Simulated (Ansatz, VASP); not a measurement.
## Two plane-wave programs on Ir

The input POSCAR:

```
Ir
1.0
    2.7695994713      0.0000000000      0.0000000000
   -1.3847997356      2.3985435004      0.0000000000
    0.0000000000      0.0000000000      4.4918424506
Ir
2
Direct
    0.3333333333      0.6666666667      0.2500000000
    0.6666666667      0.3333333333      0.7500000000
```

INCAR.step1

```
  PREC = Accurate
  ENCUT = 620
  ISMEAR = -1
  SIGMA = 0.05
  LREAL = False
  LASPH = True
  NELM = 120
  NBANDS = 24
  GGA = PE
  ALGO = Normal
  EDIFF = 1E-5
  LWAVE = True
  LCHARG = False
  GGA_COMPAT = False
```

The input INCAR.step2:

```
  PREC = Accurate
  ENCUT = 620
  EDIFF = 1E-6
  ISMEAR = -1
  SIGMA = 0.05
  LREAL = False
  LASPH = True
  NELM = 120
  ALGO = Normal
  ISIF = 2
  LWAVE = False
  LCHARG = False
  METAGGA = R2SCAN
  LMIXTAU = True
  NBANDS = 24
  ISTART = 1
  GGA_COMPAT = False
```

KPOINTS

```
regular mesh
0
Gamma
  11 11 6
```

The input input.yaml:

```yaml
crystal:
  lattice:
    - [2.7695994713, 0.0, 0.0]
    - [-1.3847997356, 2.3985435004, 0.0]
    - [0.0, 0.0, 4.4918424506]
  atoms:
    - { symbol: Ir, position: [0.3333333333, 0.6666666667, 0.25] }
    - { symbol: Ir, position: [0.6666666667, 0.3333333333, 0.75] }
hamiltonian:
  xc: r2scan
  pseudopotentials: { kind: paw }
kpoints:
  mp_grid: { grid: [11, 11, 6] }
scf:
  occupations: { method: fermi_dirac, width: 0.05 }
output:
  forces: true
  stress: true
  eigenvalues: true
```

Alike in both runs: task single point; functional r2SCAN; k mesh 11 × 11 × 6; occupations fermi-dirac, width 0.05 eV; no spin polarisation.

```csv
,VASP,Ansatz
version,VASP 6.6.1,Ansatz 0.2.0
potentials or method,"VASP PAW PBE potentials, release 64 (Ir_sv_GW)",Ansatz PAW
plane-wave cutoff (eV),620,500
valence electrons in the cell,34,34
```

|  | VASP | Ansatz | Ansatz less VASP |
| --- | --- | --- | --- |
| gap on the k mesh at the Fermi level (eV) | none | none | - |
| pressure (GPa) | -15.7 | -14.8 | +0.87 |
| traceless stress, the component that is largest in VASP (GPa) | -0.48 | -0.47 | +0.009 |

VASP's potentials were made for PBE, not for r2SCAN. A gap of «none» marks a metal or a gap that the smearing closes.

Neither program's run includes spin-orbit coupling.
